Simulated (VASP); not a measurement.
Wanted: the native input for a VASP 6.6.1 run.

```
Task                   : single point
Functional             : PBE
Potentials or basis    : VASP PAW PBE potentials, release 64 (Ga_d, Ir, O)
Cutoff                 : 520 eV
k mesh                 : 6 × 6 × 6
Occupations            : gaussian, width 0.1 eV
Spin                   : collinear spin, ferromagnetic start
Starting moments       : [0.0, 1.0, 0.0, 0.0, 0.0, 0.0] μB
Dipole correction      : no
Further INCAR settings : ALGO = Normal; EDIFF = 1e-07; NBANDS = 36
```

The structure of GaIrO4 lies in POSCAR:

```
GaIrO4
1.0
    0.0000000000      3.0566872107      3.0566872107
    3.0566872107      0.0000000000      3.0566872107
    3.0566872107      3.0566872107      0.0000000000
Ga Ir O
1 1 4
Direct
    0.0000000000      0.0000000000      0.0000000000
    0.2500000000      0.2500000000      0.2500000000
    0.6257700000      0.1226900000      0.6257700000
    0.6257700000      0.6257700000      0.1226900000
    0.6257700000      0.6257700000      0.6257700000
    0.1226900000      0.6257700000      0.6257700000
```

One way to write it, as run:

INCAR

```
ALGO = Normal ; EDIFF = 1E-7
ENCUT = 520 ; GGA = PE
ISIF = 2 ; ISMEAR = 0
ISPIN = 2 ; LASPH = T
LCHARG = F ; LMAXMIX = 4
LORBIT = 11 ; LREAL = F
LWAVE = F ; MAGMOM = 0 1 0 0 0 0
NBANDS = 36 ; NELM = 150
PREC = Accurate ; SIGMA = 0.1
```

KPOINTS

```
k-points
0
Gamma
  6 6 6
```

Potentials or basis: VASP PAW PBE potentials, release 64 (Ga_d, Ir, O).

Run with:

```console
$ cat potpaw_PBE.64/Ga_d/POTCAR potpaw_PBE.64/Ir/POTCAR potpaw_PBE.64/O/POTCAR > POTCAR
$ mpirun -np 1 vasp_std > vasp.out
```

Results of the run:

```yaml
Pressure: 11.4 GPa
Largest_force: 0.087 eV/Å
Net_moment: 0.51 μB per cell
Site_moments: Ga -0.01; Ir +0.28; O +0.05 μB
Valence_electrons_inside_the_program's_atomic_spheres: Ga 11.43; Ir 7.72; O 4.74
```

Run time: 66 s on 1 thread of AMD EPYC 9R45 96-Core Processor (Zen 5), on a shared host, peak memory 0.21 GiB.
